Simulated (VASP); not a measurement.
# TaN (P6_3mc) in VASP: a series of runs

Runs on TaN. Level: PBE. Tasks: single point.

Everything below comes from runs of VASP 6.6.1. Logs are shortened: lines on timing, memory, paths and dates and some standing lists are left out, and cuts for length are marked.

### 1 The cell of the first run

Symmetry: P6_3mc, No. 186, hexagonal system. The conventional cell has a = 2.980 Å, b = 2.980 Å, c = 6.007 Å, α = 90.00°, β = 90.00°, γ = 120.00°. Within 2.6 Å of Ta (site symmetry 3m) lie 4 N at 1.95 to 2.02 Å. Within 2.6 Å of N (site symmetry 3m) lie 4 Ta at 1.95 to 2.02 Å.

### 2 Single point, PBE (11.55 Å³/atom)

INCAR reads:

```
SYSTEM = TaN
ALGO = Normal ; EDIFF = 1E-7
ENCUT = 520 ; GGA = PE
ISIF = 2 ; ISMEAR = 0
LASPH = .True. ; LCHARG = .False.
LREAL = .False. ; LWAVE = .False.
NBANDS = 24 ; NELM = 60
PREC = Accurate ; SIGMA = 0.15
```

KPOINTS reads:

```
k-points
0
Gamma
  18 18 8
  0 0 0
```

POSCAR reads:

```
TaN
1.0
    2.9802191287      0.0000000000      0.0000000000
   -1.4901095644      2.5809454743      0.0000000000
    0.0000000000      0.0000000000      6.0069296759
Ta N
2 2
Direct
    0.3333333333      0.6666666667      0.0304880884
    0.6666666667      0.3333333333      0.5304880884
    0.3333333333      0.6666666667      0.3545119116
    0.6666666667      0.3333333333      0.8545119116
```

Potentials or basis: VASP PAW PBE potentials, release 64 (Ta_pv, N).

Launch:

```console
cat potpaw_PBE.64/Ta_pv/POTCAR potpaw_PBE.64/N/POTCAR > POTCAR
mpirun -np 1 vasp_std > vasp.out
```

OUTCAR:

```text
SYSTEM = TaN
   EDIFF = 1E-7
   ENCUT = 520
   GGA = PE
   ISIF = 2
   ISMEAR = 0
   LASPH = .True.
   LREAL = .False.
   NELM = 60
   PREC = Accurate

 ion  position               nearest neighbor table
   1  0.333  0.667  0.030-   3 1.95   4 2.02   4 2.02   4 2.02   2 3.46   2 3.46   2 3.46   2 3.46
                             2 3.46   2 3.46
   2  0.667  0.333  0.530-   4 1.95   3 2.02   3 2.02   3 2.02   1 3.46   1 3.46   1 3.46   1 3.46
                             1 3.46   1 3.46
   3  0.333  0.667  0.355-   1 1.95   2 2.02   2 2.02   2 2.02
   4  0.667  0.333  0.855-   2 1.95   1 2.02   1 2.02   1 2.02

  LATTYP: Found a hexagonal cell.
 ALAT       =     2.9802191287
 C/A-ratio  =     2.0156000000

  Lattice vectors:

 A1 = (   2.9802191287,   0.0000000000,   0.0000000000)
 A2 = (  -1.4901095644,   2.5809454743,   0.0000000000)
 A3 = (   0.0000000000,   0.0000000000,   6.0069296759)

Analysis of symmetry for initial positions (statically):
=====================================================================
 Subroutine PRICEL returns:
 Original cell was already a primitive cell.

 Routine SETGRP: Setting up the symmetry group for a
 hexagonal supercell.

 Subroutine GETGRP returns: Found 12 space group operations
 (whereof  6 operations were pure point group operations)
 out of a pool of 24 trial point group operations.

The static configuration has the point symmetry C_3v.
 The point group associated with its full space group is C_6v.

Analysis of symmetry for dynamics (positions and initial velocities):
=====================================================================
 Subroutine PRICEL returns:
 Original cell was already a primitive cell.

 Routine SETGRP: Setting up the symmetry group for a
 hexagonal supercell.

 Subroutine GETGRP returns: Found 12 space group operations
 (whereof  6 operations were pure point group operations)
 out of a pool of 24 trial point group operations.

The dynamic configuration has the point symmetry C_3v.
 The point group associated with its full space group is C_6v.

 Subroutine INISYM returns: Found 12 space group operations
 (whereof  6 operations are pure point group operations),
 and found     1 'primitive' translations

----------------------------------------------------------------------------------------

                                     Primitive cell

  volume of cell :      46.2040

  direct lattice vectors                    reciprocal lattice vectors
     2.980219129  0.000000000  0.000000000     0.335545796  0.193727456  0.000000000
    -1.490109564  2.580945474  0.000000000     0.000000000  0.387454911  0.000000000
     0.000000000  0.000000000  6.006929676     0.000000000  0.000000000  0.166474398

  length of vectors
     2.980219129  2.980219129  6.006929676     0.387454911  0.387454911  0.166474398

  position of ions in fractional coordinates (direct lattice)
     0.333333333  0.666666667  0.030488088
     0.666666667  0.333333333  0.530488088
     0.333333333  0.666666667  0.354511912
     0.666666667  0.333333333  0.854511912

  ion indices of the primitive-cell ions
   primitive index   ion index
                 1           1
                 2           2
                 3           3
                 4           4

----------------------------------------------------------------------------------------

 KPOINTS: k-points

Automatic generation of k-mesh.
 Grid dimensions read from file:
 generate k-points for:   18   18    8

 Generating k-lattice:

  Cartesian coordinates                     Fractional coordinates (reciprocal lattice)
     0.018641433  0.010762636  0.000000000     0.055555556 -0.000000000  0.000000000
     0.000000000  0.021525273  0.000000000     0.000000000  0.055555556  0.000000000
     0.000000000  0.000000000  0.020809300     0.000000000  0.000000000  0.125000000

  Length of vectors
     0.021525273  0.021525273  0.020809300

  Shift w.r.t. Gamma in fractional coordinates (k-lattice)
     0.000000000  0.000000000  0.000000000

 Subroutine IBZKPT returns following result:
 ===========================================

 Found    185 irreducible k-points:

 Following reciprocal coordinates:
            Coordinates               Weight
  0.000000  0.000000  0.000000      1.000000
  0.055556 -0.000000  0.000000      6.000000
  0.111111 -0.000000  0.000000      6.000000
  0.166667  0.000000  0.000000      6.000000
  0.222222  0.000000  0.000000      6.000000
  0.277778  0.000000  0.000000      6.000000
[... 16 lines left out ...]
  0.333333  0.111111  0.000000     12.000000
  0.388889  0.111111  0.000000     12.000000
 [... further k-points ...]
   k-points           NKPTS =    185   k-points in BZ     NKDIM =    185   number of bands    NBANDS=     24
   number of dos      NEDOS =    301   number of ions     NIONS =      4
   total plane-waves  NPLWV =  27648
   dimension x,y,z NGX =    24 NGY =   24 NGZ =   48
   dimension x,y,z NGXF=    48 NGYF=   48 NGZF=   96
   ions per type =               2   2
   NGX,Y,Z   is equivalent  to a cutoff of  13.39, 13.39, 13.28 a.u.
   NGXF,Y,Z  is equivalent  to a cutoff of  26.78, 26.78, 26.57 a.u.
 SYSTEM =  TaN
   PREC   = accura    normal or accurate (medium, high low for compatibility)
   ISTART =      0    job   : 0-new  1-cont  2-samecut
   ICHARG =      2    charge: 1-file 2-atom 10-const
   ISPIN  =      1    spin polarized calculation?
   LNONCOLLINEAR =      F non collinear calculations
   LSORBIT =      F    spin-orbit coupling
   LASPH  =      T    aspherical Exc in radial PAW
   ENCUT  =  520.0 eV  38.22 Ry    6.18 a.u.   5.54  5.54 11.17*2*pi/ulx,y,z
   NELM   =     60;   NELMIN=  2; NELMDL= -5     # of ELM steps
   EDIFF  = 0.1E-06   stopping-criterion for ELM
   LREAL  =      F    real-space projection
   EDIFFG = 0.1E-05   stopping-criterion for IOM
   NSW    =      0    number of steps for IOM
   IBRION =     -1    ionic relax: 0-MD 1-quasi-New 2-CG
   NFREE  =      0    steps in history (QN), initial steepest desc. (CG)
   ISIF   =      2    stress and relaxation
   ISYM   =      2    0-nonsym 1-usesym 2-fastsym
   POTIM  = 0.5000    time-step for ionic-motion
   TEBEG  =    0.0;   TEEND  =   0.0 temperature during run
   PSTRESS=    0.0 pullay stress
   NELECT =      32.0000    total number of electrons
   NUPDOWN=      -1.0000    fix difference up-down
   EMIN   =  10.00;   EMAX   =-10.00  energy-range for DOS
   EFERMI =   0.00;   METHOD = LEGACY
   ISMEAR =     0;   SIGMA  =   0.15  broadening in eV -4-tet -1-fermi 0-gaus
   EFERMI_NEDOS =   21; number of points for ismear=-14 and -15
   IALGO  =     38    algorithm
   IMIX   =      4    mixing-type and parameters
     AMIX     =   0.40;   BMIX     =  1.00
     AMIX_MAG =   1.60;   BMIX_MAG =  1.00
  volume/ion in A,a.u.               =      11.55        77.95
  Fermi-wavevector in a.u.,A,eV,Ry     =   1.448433  2.737141 28.544439  2.097957
  Thomas-Fermi vector in A             =   2.566274
   LORBIT       =      0    0 simple, 1 ext, 2 COOP (PROOUT), +10 PAW based schemes
   GGA     = PE    functional components
   LHFCALC =     F    Hartree Fock is set to
   AEXX    =    0.0000 exact exchange contribution
   IVDW    =     0    specifies the selected vdW correction
   LEPSILON=     F    determine dielectric tensor
   LRPA    =     F    only Hartree local field effects (RPA)
 non-spin polarized calculation
 Gauss-broadening in eV      SIGMA  =   0.15
  energy-cutoff  :      520.00
  volume of cell :       46.20
 maximum number of plane-waves:      1277
 NGX is ok and might be reduce to    24
   NGX = 11   NGY = 11   NGZ = 23

 number of electron      31.9999999 magnetization

 Free energy of the ion-electron system (eV)
  ---------------------------------------------------
  ext. energy  EPLUGINS =         0.00000000
  ---------------------------------------------------
  free energy    TOTEN  =       -42.61947962 eV

  energy without entropy =      -42.60967413  energy(sigma->0) =      -42.61457687

 E-fermi :   7.6555     XC(G=0): -12.7773

 val. band max:        7.6527928230   @ k =   0.2778   0.2778   0.1250
 cond. band min:       7.6573298531   @ k =   0.0556   0.0556   0.1250
 fundamental gap:      0.0045370301
 Fermi energy:         7.6555230702

 k-point     1 :       0.0000    0.0000    0.0000
  band No.  band energies     occupation
      1     -27.8830      2.00000
      2     -27.3951      2.00000
      3     -26.9801      2.00000
      4     -26.9801      2.00000
      5     -26.9441      2.00000
      6     -26.9441      2.00000
[... 16 lines left out ...]
     23      13.4694      0.00000
     24      15.1848      0.00000

 k-point     2 :       0.0556   -0.0000    0.0000
  band No.  band energies     occupation
      1     -27.8752      2.00000
      2     -27.3935      2.00000
      3     -27.0101      2.00000
      4     -26.9872      2.00000
      5     -26.9752      2.00000
      6     -26.9502      2.00000
[... 16 lines left out ...]
     23      13.7111      0.00000
     24      14.8000      0.00000

 k-point     3 :       0.1111   -0.0000    0.0000
  band No.  band energies     occupation
      1     -27.8525      2.00000
      2     -27.3892      2.00000
      3     -27.0956      2.00000
      4     -27.0635      2.00000
      5     -27.0074      2.00000
      6     -26.9677      2.00000
[... 16 lines left out ...]
     23      14.3543      0.00000
     24      14.5139      0.00000

 k-point     4 :       0.1667    0.0000    0.0000
  band No.  band energies     occupation
      1     -27.8175      2.00000
      2     -27.3845      2.00000
      3     -27.2238      2.00000
      4     -27.1947      2.00000
      5     -27.0381      2.00000
      6     -26.9946      2.00000
[... 16 lines left out ...]
     23      14.2870      0.00000
     24      15.2453      0.00000

 k-point     5 :       0.2222    0.0000    0.0000
  band No.  band energies     occupation
      1     -27.7751      2.00000
      2     -27.3999      2.00000
      3     -27.3694      2.00000
      4     -27.3375      2.00000
      5     -27.0753      2.00000
      6     -27.0276      2.00000
[... 451 lines left out ...]
 k-point    22 :       0.2778    0.1111    0.0000
  band No.  band energies     occupation
      1     -27.7453      2.00000
      2     -27.6809      2.00000
      3     -27.5802      2.00000
      4     -27.3674      2.00000
      5     -27.2052      2.00000
      6     -27.1540      2.00000
[... 16 lines left out ...]
     23      14.5187      0.00000
     24      15.2457      0.00000

 k-point    23 :       0.3333    0.1111    0.0000
  band No.  band energies     occupation
      1     -27.8237      2.00000
      2     -27.7776      2.00000
      3     -27.5622      2.00000
      4     -27.3744      2.00000
      5     -27.2435      2.00000
      6     -27.1884      2.00000
[... 16 lines left out ...]
     23      14.3734      0.00000
     24      14.7931      0.00000

 k-point    24 :       0.3889    0.1111    0.0000
  band No.  band energies     occupation
      1     -27.8860      2.00000
      2     -27.8400      2.00000
      3     -27.5334      2.00000
      4     -27.3838      2.00000
      5     -27.2681      2.00000
      6     -27.2108      2.00000
[... 16 lines left out ...]
     23      13.8472      0.00000
     24      14.7231      0.00000

 [... further k-points ...]
[... 5 lines left out ...]
  --------------------------------------------------------------------------------------
  -------------------------------------------------------------------------------------
  Total       12.4969514     12.4969514     10.4092544     -0.0000000      0.0000000      0.0000000
  in kB      433.3462947    433.3462947    360.9529800     -0.0000000      0.0000000      0.0000000
  external PRESSURE =     409.2151898 kB  Pullay stress =       0.0000000 kB

 VOLUME and BASIS-vectors are now :
 -----------------------------------------------------------------------------
  energy-cutoff  :      520.00
  volume of cell :       46.20
      direct lattice vectors                 reciprocal lattice vectors
     2.980219129  0.000000000  0.000000000     0.335545796  0.193727456  0.000000000
    -1.490109564  2.580945474  0.000000000     0.000000000  0.387454911  0.000000000
     0.000000000  0.000000000  6.006929676     0.000000000  0.000000000  0.166474398

 POSITION                                       TOTAL-FORCE (eV/Angst)
 -----------------------------------------------------------------------------------
     -0.00000      1.72063      0.18314         0.000000     -0.000000      0.981692
      1.49011      0.86032      3.18660        -0.000000      0.000000      0.981692
     -0.00000      1.72063      2.12953         0.000000      0.000000     -0.981692
      1.49011      0.86032      5.13299         0.000000     -0.000000     -0.981692
 -----------------------------------------------------------------------------------
    total drift:                               -0.000000      0.000000     -0.000433

  FREE ENERGIE OF THE ION-ELECTRON SYSTEM (eV)
  ---------------------------------------------------
  free  energy   TOTEN  =       -42.6194796172 eV

  energy  without entropy=      -42.6096741282  energy(sigma->0) =      -42.61457687
```

It took 61 s on 1 thread of Intel Xeon 6975P-C (Granite Rapids), shared host; peak memory 0.29 GiB.

Results:

- Free energy: -42.6195 eV
- Pressure: 40.9 GPa
- Largest force: 0.982 eV/Å
- Band gap on the k mesh: zero (bands 16 and 17 overlap by 0.35 eV)

Forces on the atoms (eV/Å):
```
Ta   0.000  0.000  0.982
Ta   0.000  0.000  0.982
N    0.000  0.000 -0.982
N    0.000  0.000 -0.982
```

Levels at points of the mesh, in eV from the Fermi level:
```
           k point  band 12  band 13  band 14  band 15  band 16  band 17  band 18  band 19  band 20  band 21
(0.00, 0.00, 0.00)    -5.74    -4.86    -4.86    -0.70    -0.64     0.30     0.30     2.57     2.57     3.24
(0.50, 0.00, 0.00)    -5.98    -4.91    -3.89    -2.69    -0.38     1.22     2.48     3.23     4.32     4.91
(0.00, 0.00, 0.50)    -5.34    -5.34    -5.34     0.21     0.21     1.18     1.18     1.18     1.18     5.33
(0.50, 0.00, 0.50)    -5.89    -5.09    -5.09    -1.11    -1.11     1.65     1.65     4.15     4.15     5.46
```

Caveat: the cell stands under pressure; spin-orbit coupling is left out, which moves the levels of the heavy elements.

### 3 Single point, PBE (11.55 Å³/atom)

INCAR reads:

```
SYSTEM = TaN
PREC = Accurate ; ENCUT = 520
EDIFF = 1E-6 ; ISMEAR = 0
SIGMA = 0.15 ; LREAL = .False.
LASPH = .True. ; NELM = 100
ALGO = Normal ; ISIF = 2
LWAVE = .False. ; LCHARG = .True.
GGA = PE ; LELF = .True.
LVHAR = .True. ; NBANDS = 24
```

KPOINTS reads:

```
Automatic mesh
0
Gamma
  18 18 8
  0 0 0
```

POSCAR reads:

```
TaN
1.0
    3.1443220067      0.0000000000      0.0000000000
   -1.5721610034      2.7230627355      0.0000000000
    0.0000000000      0.0000000000      5.3962854279
Ta N
2 2
Direct
    0.3333333333      0.6666666667      0.0304880884
    0.6666666667      0.3333333333      0.5304880884
    0.3333333333      0.6666666667      0.3545119116
    0.6666666667      0.3333333333      0.8545119116
```

Potentials or basis: VASP PAW PBE potentials, release 64 (Ta_pv, N).

Launch:

```console
cat potpaw_PBE.64/Ta_pv/POTCAR potpaw_PBE.64/N/POTCAR > POTCAR
mpirun -np 1 vasp_std > vasp.out
```

OUTCAR:

```text
SYSTEM = TaN
   PREC = Accurate
   ENCUT = 520
   EDIFF = 1E-6
   ISMEAR = 0
   LREAL = .False.
   LASPH = .True.
   NELM = 100
   ISIF = 2
   GGA = PE

 ion  position               nearest neighbor table
   1  0.333  0.667  0.030-   3 1.75   4 2.05   4 2.05   4 2.05   2 3.25   2 3.25   2 3.25   2 3.25
                             2 3.25   2 3.25
   2  0.667  0.333  0.530-   4 1.75   3 2.05   3 2.05   3 2.05   1 3.25   1 3.25   1 3.25   1 3.25
                             1 3.25   1 3.25
   3  0.333  0.667  0.355-   1 1.75   2 2.05   2 2.05   2 2.05
   4  0.667  0.333  0.855-   2 1.75   1 2.05   1 2.05   1 2.05

[... 853 lines left out ...]
  -------------------------------------------------------------------------------------
  Total        8.0175595      8.0175595     36.4068596     -0.0000000      0.0000000      0.0000000
  in kB      278.0181828    278.0181828   1262.4501161     -0.0000000      0.0000000      0.0000000
  external PRESSURE =     606.1621606 kB  Pullay stress =       0.0000000 kB

 VOLUME and BASIS-vectors are now :
 -----------------------------------------------------------------------------
  energy-cutoff  :      520.00
  volume of cell :       46.20
      direct lattice vectors                 reciprocal lattice vectors
     3.144322007  0.000000000  0.000000000     0.318033585  0.183616776  0.000000000
    -1.572161003  2.723062736  0.000000000     0.000000000  0.367233552  0.000000000
     0.000000000  0.000000000  5.396285428     0.000000000  0.000000000  0.185312659

 POSITION                                       TOTAL-FORCE (eV/Angst)
 -----------------------------------------------------------------------------------
     -0.00000      1.81538      0.16452        -0.000000      0.000000     -5.712581
      1.57216      0.90769      2.86267         0.000000     -0.000000     -5.712581
     -0.00000      1.81538      1.91305         0.000000      0.000000      5.712581
      1.57216      0.90769      4.61119         0.000000      0.000000      5.712581
 -----------------------------------------------------------------------------------
    total drift:                               -0.000000      0.000000     -0.000046

  FREE ENERGIE OF THE ION-ELECTRON SYSTEM (eV)
  ---------------------------------------------------
  free  energy   TOTEN  =       -41.2896096583 eV

  energy  without entropy=      -41.2809092001  energy(sigma->0) =      -41.28525943
```

OSZICAR:

```text
N       E                     dE             d eps       ncg     rms          rms(c)
DAV:   1     0.280266354503E+03    0.28027E+03   -0.17659E+04  8888   0.140E+03
DAV:   2    -0.341611983604E+02   -0.31443E+03   -0.29935E+03 10760   0.411E+02
DAV:   3    -0.482898351213E+02   -0.14129E+02   -0.13951E+02 11256   0.863E+01
DAV:   4    -0.484420298680E+02   -0.15219E+00   -0.15210E+00  9992   0.959E+00
DAV:   5    -0.484438814058E+02   -0.18515E-02   -0.18508E-02 11488   0.921E-01    0.467E+01
DAV:   6    -0.414508858020E+02    0.69930E+01   -0.27095E+01 10496   0.380E+01    0.185E+01
DAV:   7    -0.413317871093E+02    0.11910E+00   -0.12469E+00  9624   0.857E+00    0.115E+01
DAV:   8    -0.412974249426E+02    0.34362E-01   -0.11462E-01 11280   0.256E+00    0.144E+00
DAV:   9    -0.412895435866E+02    0.78814E-02   -0.27106E-02 10808   0.104E+00    0.280E-01
DAV:  10    -0.412895974669E+02   -0.53880E-04   -0.14884E-03 10424   0.325E-01    0.828E-02
DAV:  11    -0.412896118944E+02   -0.14427E-04   -0.67554E-05 11352   0.573E-02    0.166E-02
DAV:  12    -0.412896101582E+02    0.17362E-05   -0.56529E-06  9480   0.190E-02    0.588E-03
DAV:  13    -0.412896096583E+02    0.49993E-06   -0.81704E-07  7112   0.646E-03
   1 F= -.41289610E+02 E0= -.41285259E+02  d E =-.870046E-02
```

stdout:

```text
POSCAR found type information on POSCAR TaN
 POSCAR found :  2 types and       4 ions
 scaLAPACK will be used
 LDA part: xc-table for (Slater+PW92), standard interpolation
 POSCAR, INCAR and KPOINTS ok, starting setup
 FFT: planning ... GRIDC
 FFT: planning ... GRID_SOFT
 FFT: planning ... GRID
 WAVECAR not read
 entering main loop
```

Run time: 53 s. Hardware: 1 thread of Intel Xeon 6975P-C (Granite Rapids), shared host; peak memory 0.29 GiB.

What came out:

```yaml
Free_energy: -41.2896 eV
Pressure: 60.6 GPa
Largest_force: 5.713 eV/Å
Band_gap_on_the_k_mesh: zero (bands 16 and 17 overlap by 1.14 eV)
```

Forces in eV/Å, atoms in the order of the input:
```
Ta   0.000  0.000 -5.713
Ta   0.000  0.000 -5.713
N    0.000  0.000  5.713
N    0.000  0.000  5.713
```

Levels at points of the mesh, in eV from the Fermi level:
| k point | band 14 | band 15 | band 16 | band 17 | band 18 | band 19 |
| --- | --- | --- | --- | --- | --- | --- |
| (0.00, 0.00, 0.00) | -5.39 | -1.21 | -0.46 | -0.38 | -0.38 | 2.14 |
| (0.50, 0.00, 0.00) | -4.16 | -2.70 | -0.18 | 1.94 | 2.47 | 3.05 |
| (0.00, 0.00, 0.50) | -6.22 | 0.76 | 0.76 | 1.06 | 1.06 | 1.06 |
| (0.50, 0.00, 0.50) | -5.85 | -0.44 | -0.44 | 2.23 | 2.23 | 3.37 |

Caveat: the cell stands under pressure; spin-orbit coupling is left out, which moves the levels of the heavy elements; forces of over 1 eV/Å act on the atoms, so gaps and moduli don't describe the material at rest.
